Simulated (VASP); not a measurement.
Wanted: the native input for a VASP 6.6.1 run.

```yaml
Task: relaxation of cell and atoms
Functional: LDA
Potentials_or_basis: VASP PAW LDA potentials, release 64 (Au)
Cutoff: 600 eV
k_mesh: 17 × 17 × 9
Occupations: fermi-dirac, width 0.05 eV
Spin: no spin polarisation
Target_pressure: 170 GPa
Dipole_correction: no
Further_INCAR_settings: ALGO = Normal; EDIFF = 1e-06; IBRION = 2; EDIFFG = -0.005; NSW = 60; ISIF = 3
```

The structure of Au lies in POSCAR:

```
Au
1.0
    2.5606100397      0.0000000000      0.0000000000
   -1.2803050198      2.2175533436      0.0000000000
    0.0000000000      0.0000000000      4.1481882643
Au
2
Direct
    0.3333333333      0.6666666667      0.2500000000
    0.6666666667      0.3333333333      0.7500000000
```

This isn't the form of Au at room conditions, which is fcc.

The input as run:

INCAR

```
  PREC = Accurate
  ENCUT = 600
  EDIFF = 1E-6
  ISMEAR = -1
  SIGMA = 0.05
  LREAL = False
  LASPH = True
  NELM = 80
  ALGO = Normal
  ISIF = 3
  LWAVE = False
  LCHARG = False
  GGA = CA
  IBRION = 2
  NSW = 60
  EDIFFG = -0.005
  PSTRESS = 1700.0
```

KPOINTS

```
regular mesh
0
Gamma
  17 17 9
```

Potentials or basis: VASP PAW LDA potentials, release 64 (Au).

Run with:

```bash
$ cat potpaw_LDA.64/Au/POTCAR > POTCAR
$ mpirun -np 1 vasp_std > vasp.out
```

Results of the run:

```json
{"Relaxed volume": "11.82 Å³/atom", "Relaxed cell": "a = 2.548 Å, b = 2.548 Å, c = 4.207 Å, α = 90.00°, β = 90.00°, γ = 120.00°", "Space group after relaxing (to 0.1 Å)": "P6_3/mmc (No. 194)", "Energy change on relaxing (the run minimises the enthalpy)": "-55.5 meV/atom", "Ionic steps": "17", "Pressure after relaxing": "170.0 GPa", "Band gap on the k mesh": "zero (bands 11 and 12 overlap by 8.34 eV)"}
```

Caveat: the cell is relaxed towards a set pressure, so the run minimises the enthalpy, not the energy; spin-orbit coupling is left out, which moves the levels of the heavy elements.

Run time: 4.4 min on 1 thread of Intel(R) Xeon(R) Platinum 8259CL CPU @ 2.50GHz (Skylake/Cascade Lake) (shared host), peak memory 0.2 GiB.
